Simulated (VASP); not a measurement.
# La (Im-3m) in VASP: notebook

La is run at these levels: PBE; tasks: single point.

All numbers are computed with VASP 6.6.1; they aren't measurements. Logs are shortened: lines on timing, memory, paths and dates and some standing lists are left out, and cuts for length are marked.

## (1) The cell of the first run

It takes space group Im-3m (No. 229, cubic). The conventional cell has a = 4.042 Å, b = 4.042 Å, c = 4.042 Å, α = 90.00°, β = 90.00°, γ = 90.00°. Within 4.6 Å of La (site symmetry m-3m) lie 14 La at 3.50 to 4.04 Å.

## (2) Single point, PBE (volume scaled by 0.875, to set the pressure)

INCAR reads:

```
SYSTEM = La
PREC = Accurate ; ENCUT = 520
EDIFF = 1E-6 ; ISMEAR = -1
SIGMA = 0.05 ; LREAL = .FALSE.
LASPH = .TRUE. ; NELM = 100
ALGO = Normal ; ISIF = 2
LWAVE = .FALSE. ; LCHARG = .FALSE.
GGA = PE ; NBANDS = 12
```

KPOINTS reads:

```
Automatic mesh
0
G
  13 13 13
  0 0 0
```

POSCAR reads:

```
La
1.0
   -2.0207644225      2.0207644225      2.0207644225
    2.0207644225     -2.0207644225      2.0207644225
    2.0207644225      2.0207644225     -2.0207644225
La
1
Direct
    0.0000000000      0.0000000000      0.0000000000
```

Potentials or basis: VASP PAW PBE potentials, release 64 (La).

The run is started by

```
$ cat potpaw_PBE.64/La/POTCAR > POTCAR
$ mpirun -np 1 vasp_std > vasp.out
```

OUTCAR:

```text
SYSTEM = La
   PREC = Accurate
   ENCUT = 520
   EDIFF = 1E-6
   ISMEAR = -1
   LREAL = .FALSE.
   LASPH = .TRUE.
   NELM = 100
   ISIF = 2
   GGA = PE

 ion  position               nearest neighbor table
   1  0.000  0.000  0.000-

  LATTYP: Found a body centered cubic cell.
 ALAT       =     4.0415288450

  Lattice vectors:

 A1 = (  -2.0207644225,   2.0207644225,   2.0207644225)
 A2 = (   2.0207644225,  -2.0207644225,   2.0207644225)
 A3 = (   2.0207644225,   2.0207644225,  -2.0207644225)

Analysis of symmetry for initial positions (statically):
=====================================================================
 Subroutine PRICEL returns:
 Original cell was already a primitive cell.

 Routine SETGRP: Setting up the symmetry group for a
 body centered cubic supercell.

 Subroutine GETGRP returns: Found 48 space group operations
[... 9 lines left out ...]

 Routine SETGRP: Setting up the symmetry group for a
 body centered cubic supercell.

 Subroutine GETGRP returns: Found 48 space group operations
[... 11 lines left out ...]
                                     Primitive cell

  volume of cell :      33.0071

  direct lattice vectors                    reciprocal lattice vectors
    -2.020764423  2.020764423  2.020764423     0.000000000  0.247431118  0.247431118
     2.020764423 -2.020764423  2.020764423     0.247431118  0.000000000  0.247431118
     2.020764423  2.020764423 -2.020764423     0.247431118  0.247431118  0.000000000

  length of vectors
     3.500066650  3.500066650  3.500066650     0.349920443  0.349920443  0.349920443

  position of ions in fractional coordinates (direct lattice)
     0.000000000  0.000000000  0.000000000

  ion indices of the primitive-cell ions
   primitive index   ion index
                 1           1

----------------------------------------------------------------------------------------

 KPOINTS: Automatic mesh

Automatic generation of k-mesh.
 Grid dimensions read from file:
 generate k-points for:   13   13   13

 Generating k-lattice:

  Cartesian coordinates                     Fractional coordinates (reciprocal lattice)
     0.000000000  0.019033163  0.019033163     0.076923077  0.000000000  0.000000000
     0.019033163  0.000000000  0.019033163     0.000000000  0.076923077  0.000000000
     0.019033163  0.019033163  0.000000000     0.000000000  0.000000000  0.076923077

  Length of vectors
[... 53 lines left out ...]
   ENCUT  =  520.0 eV  38.22 Ry    6.18 a.u.   6.51  6.51  6.51*2*pi/ulx,y,z
   NELM   =    100;   NELMIN=  2; NELMDL= -5     # of ELM steps
   EDIFF  = 0.1E-05   stopping-criterion for ELM
   LREAL  =      F    real-space projection
   EDIFFG = 0.1E-04   stopping-criterion for IOM
   NSW    =      0    number of steps for IOM
   IBRION =     -1    ionic relax: 0-MD 1-quasi-New 2-CG
   NFREE  =      0    steps in history (QN), initial steepest desc. (CG)
   ISIF   =      2    stress and relaxation
   ISYM   =      2    0-nonsym 1-usesym 2-fastsym
   POTIM  = 0.5000    time-step for ionic-motion
   TEBEG  =    0.0;   TEEND  =   0.0 temperature during run
   PSTRESS=    0.0 pullay stress
   NELECT =      11.0000    total number of electrons
   NUPDOWN=      -1.0000    fix difference up-down
   EMIN   =  10.00;   EMAX   =-10.00  energy-range for DOS
   EFERMI =   0.00;   METHOD = LEGACY
   ISMEAR =    -1;   SIGMA  =   0.05  broadening in eV -4-tet -1-fermi 0-gaus
   EFERMI_NEDOS =   21; number of points for ismear=-14 and -15
   IALGO  =     38    algorithm
   IMIX   =      4    mixing-type and parameters
     AMIX     =   0.40;   BMIX     =  1.00
     AMIX_MAG =   1.60;   BMIX_MAG =  1.00
  volume/ion in A,a.u.               =      33.01       222.74
  Fermi-wavevector in a.u.,A,eV,Ry     =   1.135020  2.144876 17.527972  1.288270
  Thomas-Fermi vector in A             =   2.271724
   LORBIT       =      0    0 simple, 1 ext, 2 COOP (PROOUT), +10 PAW based schemes
   GGA     = PE    functional components
   LHFCALC =     F    Hartree Fock is set to
   AEXX    =    0.0000 exact exchange contribution
   IVDW    =     0    specifies the selected vdW correction
   LEPSILON=     F    determine dielectric tensor
   LRPA    =     F    only Hartree local field effects (RPA)
 non-spin polarized calculation
  energy-cutoff  :      520.00
  volume of cell :       33.01
 maximum number of plane-waves:       935
 NGX is ok and might be reduce to    28
   NGX = 13   NGY = 13   NGZ = 13

 number of electron      11.0000000 magnetization

 Free energy of the ion-electron system (eV)
  ---------------------------------------------------
  ext. energy  EPLUGINS =         0.00000000
  ---------------------------------------------------
  free energy    TOTEN  =        -4.70895098 eV

  energy without entropy =       -4.68562168  energy(sigma->0) =       -4.69728633

 E-fermi :   9.0052     XC(G=0): -10.0514

 val. band max:        8.9938544471   @ k =   0.1538   0.1538   0.1538
 cond. band min:       9.0148363281   @ k =   0.2308   0.0769   0.0769
 fundamental gap:      0.0209818810
 Fermi energy:         9.0051617679

 k-point     1 :       0.0000    0.0000    0.0000
  band No.  band energies     occupation
      1     -23.7192      2.00000
      2      -6.4252      2.00000
      3      -6.4252      2.00000
      4      -6.4252      2.00000
      5       6.0045      2.00000
      6      10.6344      0.00000
      7      10.6344      0.00000
      8      10.6344      0.00000
      9      10.6891      0.00000
     10      10.6891      0.00000
     11      10.6891      0.00000
     12      11.6367      0.00000
[... 331 lines left out ...]
 k-point    24 :       0.2308    0.0769    0.0769
  band No.  band energies     occupation
      1     -23.4831      2.00000
      2      -7.8133      2.00000
      3      -6.8540      2.00000
      4      -6.5541      2.00000
      5       7.8692      2.00000
      6       9.0148      0.90356
      7       9.7645      0.00000
      8      10.8397      0.00000
      9      11.1560      0.00000
     10      11.2957      0.00000
     11      11.3239      0.00000
     12      11.5977      0.00000

 [... further k-points ...]
[... 5 lines left out ...]
  --------------------------------------------------------------------------------------
  -------------------------------------------------------------------------------------
  Total        0.9202456      0.9202456      0.9202456      0.0000000     -0.0000000      0.0000000
  in kB       44.6691057     44.6691057     44.6691057      0.0000000     -0.0000000      0.0000000
  external PRESSURE =      44.6691057 kB  Pullay stress =       0.0000000 kB

 VOLUME and BASIS-vectors are now :
 -----------------------------------------------------------------------------
  energy-cutoff  :      520.00
  volume of cell :       33.01
      direct lattice vectors                 reciprocal lattice vectors
    -2.020764423  2.020764423  2.020764423     0.000000000  0.247431118  0.247431118
     2.020764423 -2.020764423  2.020764423     0.247431118  0.000000000  0.247431118
     2.020764423  2.020764423 -2.020764423     0.247431118  0.247431118  0.000000000

 POSITION                                       TOTAL-FORCE (eV/Angst)
 -----------------------------------------------------------------------------------
      0.00000      0.00000      0.00000         0.000000     -0.000000      0.000000
 -----------------------------------------------------------------------------------
    total drift:                               -0.000000      0.000000      0.000000

  FREE ENERGIE OF THE ION-ELECTRON SYSTEM (eV)
  ---------------------------------------------------
  free  energy   TOTEN  =        -4.7089509786 eV

  energy  without entropy=       -4.6856216847  energy(sigma->0) =       -4.69728633
```

OSZICAR:

```text
N       E                     dE             d eps       ncg     rms          rms(c)
DAV:   1     0.926769895079E+02    0.92677E+02   -0.38166E+03  2056   0.119E+03
DAV:   2     0.127298654364E+01   -0.91404E+02   -0.87543E+02  2552   0.186E+02
DAV:   3    -0.447361751256E+01   -0.57466E+01   -0.54310E+01  2936   0.752E+01
DAV:   4    -0.471908590086E+01   -0.24547E+00   -0.24341E+00  3668   0.106E+01
DAV:   5    -0.473083598355E+01   -0.11750E-01   -0.11729E-01  3424   0.216E+00    0.260E+00
DAV:   6    -0.471073322710E+01    0.20103E-01   -0.17634E-02  3836   0.114E+00    0.152E+00
DAV:   7    -0.470477953023E+01    0.59537E-02   -0.37879E-02  2748   0.158E+00    0.227E-01
DAV:   8    -0.470666909665E+01   -0.18896E-02   -0.45557E-03  3260   0.497E-01    0.175E-01
DAV:   9    -0.470893076359E+01   -0.22617E-02   -0.10814E-02  2856   0.717E-01    0.736E-02
DAV:  10    -0.470895011024E+01   -0.19347E-04   -0.75767E-04  3408   0.228E-01    0.212E-02
DAV:  11    -0.470895370378E+01   -0.35935E-05   -0.37839E-05  3612   0.505E-02    0.483E-03
DAV:  12    -0.470895105377E+01    0.26500E-05   -0.33509E-06  3592   0.190E-02    0.477E-03
DAV:  13    -0.470895097864E+01    0.75129E-07   -0.55513E-07  2852   0.709E-03
   1 F= -.47089510E+01 E0= -.46972863E+01  d E =-.233293E-01
```

Wall time 22 s (1 thread of Intel Xeon 6975P-C (Granite Rapids), shared host); peak memory 0.19 GiB.

What came out:

```
Free energy : -4.7090 eV
Pressure    : 4.5 GPa
```

Levels at points of the mesh, in eV from the Fermi level:
```csv
k point,band 2,band 3,band 4,band 5,band 6,band 7,band 8,band 9
"(0.00, 0.00, 0.00)",-15.43,-15.43,-15.43,-3.00,1.63,1.63,1.63,1.68
```

Caveat: the cell differs from its parent crystal (volume scaled by 0.875, to set the pressure); spin-orbit coupling is left out, which moves the levels of the heavy elements.

## (3) Single point, PBE

INCAR reads:

```
PREC     = Accurate       # precision mode
ENCUT    = 520            # plane-wave cutoff, eV
EDIFF    = 1E-6           # SCF threshold, eV
ISMEAR   = -1             # smearing method
SIGMA    = 0.05           # smearing width, eV
LREAL    = False          # projectors in reciprocal space
LASPH    = True           # aspherical terms in the spheres
NELM     = 100            # most SCF steps
ALGO     = Normal         # electronic algorithm
ISIF     = 2              # what is computed and relaxed
LWAVE    = False          # write WAVECAR
LCHARG   = True           # write CHGCAR
GGA      = PE             # functional
LELF     = True           # ELF
LVHAR    = True         
NBANDS   = 12             # bands
```

KPOINTS reads:

```
Automatic mesh
0
Gamma
  13 13 13
```

POSCAR is that of step 2.

Potentials or basis: VASP PAW PBE potentials, release 64 (La).

The run is started by

```
$ cat potpaw_PBE.64/La/POTCAR > POTCAR
$ mpirun -np 1 vasp_std > vasp.out
```

Run time: 24 s. Hardware: 1 thread of Intel Xeon 6975P-C (Granite Rapids), shared host; peak memory 0.19 GiB.

It converged, with:

```
Free energy : -4.7090 eV
Pressure    : 4.5 GPa
```

Levels at points of the mesh, in eV from the Fermi level:
| k point | band 2 | band 3 | band 4 | band 5 | band 6 | band 7 | band 8 | band 9 |
| --- | --- | --- | --- | --- | --- | --- | --- | --- |
| (0.00, 0.00, 0.00) | -15.43 | -15.43 | -15.43 | -3.00 | 1.63 | 1.63 | 1.63 | 1.68 |

Caveat: spin-orbit coupling is left out, which moves the levels of the heavy elements.
